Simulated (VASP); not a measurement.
Crystal: Al2O3.

```xyz
10
Lattice="2.4032 1.3875 4.3115 -2.4032 1.3875 4.3115 0.0000 -2.7749 4.3115" Properties=species:S:1:pos:R:3 pbc="T T T"
Al    0.0000    0.0000   11.0257
Al    0.0000    0.0000    4.5584
Al    0.0000    0.0000    1.9088
Al    0.0000    0.0000    8.3761
O     0.9335   -1.3875    5.3894
O    -1.6683   -0.1147    5.3894
O    -0.9335    1.3875    7.5451
O    -0.7348   -1.5021    7.5451
O     1.6683    0.1147    7.5451
O     0.7348    1.5021    5.3894
```

This cell differs from its parent crystal: epitaxial xy strain +1.0%.

Base run:

- Program: VASP 6.6.1
- Functional: r2SCAN
- Potentials or basis: VASP PAW PBE potentials, release 64 (Al, O)
- Cutoff: 520 eV
- k mesh: 6 × 6 × 6
- Occupations: gaussian, width 0.01 eV
- Spin: no spin polarisation

Its results: band gap on the k mesh 6.84 eV, direct; pressure -4.4 GPa; largest force 0.018 eV/Å.

Q: The run is repeated on the same cell with these changes: functional from r2SCAN to PBE; occupations from gaussian, width 0.01 eV to fermi-dirac, width 0.02 eV. What comes out?

A: Band gap on the k mesh 5.93 eV, direct; pressure 3.4 GPa; largest force 0.040 eV/Å.

Caveats: the PAW data sets were made with another functional, which shifts forces and pressure a little (some runs).

A k mesh can miss the band edges.
